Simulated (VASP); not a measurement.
Input of a VASP 6.6.1 run:

POSCAR

```
WSe2
1.0
    3.3179375931      0.0000000000      0.0000000000
   -1.6589687966      2.8734182438      0.0000000000
    0.0000000000      0.0000000000     16.6581424200
W Se
1 2
Direct
    0.0000000000      0.0000000000      0.0000000000
    0.3431903232      0.6863806464      0.1027373042
    0.3333333333      0.6666666667      0.9002134800
```

The input INCAR.step1:

```
PREC     = Accurate       # precision mode
ENCUT    = 520            # plane-wave cutoff, eV
ISMEAR   = 0              # smearing method
SIGMA    = 0.05           # smearing width, eV
LREAL    = F              # projectors in reciprocal space
LASPH    = T              # aspherical terms in the spheres
NELM     = 60             # most SCF steps
NBANDS   = 20             # bands
GGA      = PE             # functional
ALGO     = Normal         # electronic algorithm
EDIFF    = 1E-4           # SCF threshold, eV
LWAVE    = T              # write WAVECAR
LCHARG   = F              # write CHGCAR
```

The input INCAR.step2:

```
PREC     = Accurate       # precision mode
ENCUT    = 520            # plane-wave cutoff, eV
EDIFF    = 1E-6           # SCF threshold, eV
ISMEAR   = 0              # smearing method
SIGMA    = 0.05           # smearing width, eV
LREAL    = F              # projectors in reciprocal space
LASPH    = T              # aspherical terms in the spheres
NELM     = 60             # most SCF steps
ALGO     = Normal         # electronic algorithm
ISIF     = 2              # what is computed and relaxed
LWAVE    = F              # write WAVECAR
LCHARG   = F              # write CHGCAR
METAGGA  = R2SCAN         # meta-GGA
LMIXTAU  = T            
NBANDS   = 20             # bands
ISTART   = 1
```

Contents of KPOINTS:

```
regular mesh
0
Gamma
  12 12 2
```

Potentials or basis: VASP PAW PBE potentials, release 64 (W_sv, Se).

The run is started by

```bash
$ cat potpaw_PBE.64/W_sv/POTCAR potpaw_PBE.64/Se/POTCAR > POTCAR
$ cp INCAR.step1 INCAR
$ mpirun -np 1 vasp_std > vasp.out
$ cp INCAR.step2 INCAR
$ mpirun -np 1 vasp_std > vasp.out
```

(1) What does it give for the largest force?

(2) What does it give for the band gap on the k mesh?

Answers

(1) 0.863 eV/Å.

(2) 1.68 eV.

Caveat: the cell differs from its parent crystal (atom 2 (Se) moved -0.075 Å towards its neighbour atom 1 (W) at 2.536 Å); there is no dipole correction, which matters where the two faces differ; the PAW data sets were made with another functional, which shifts forces and pressure a little; spin-orbit coupling is left out, which moves the levels of the heavy elements.
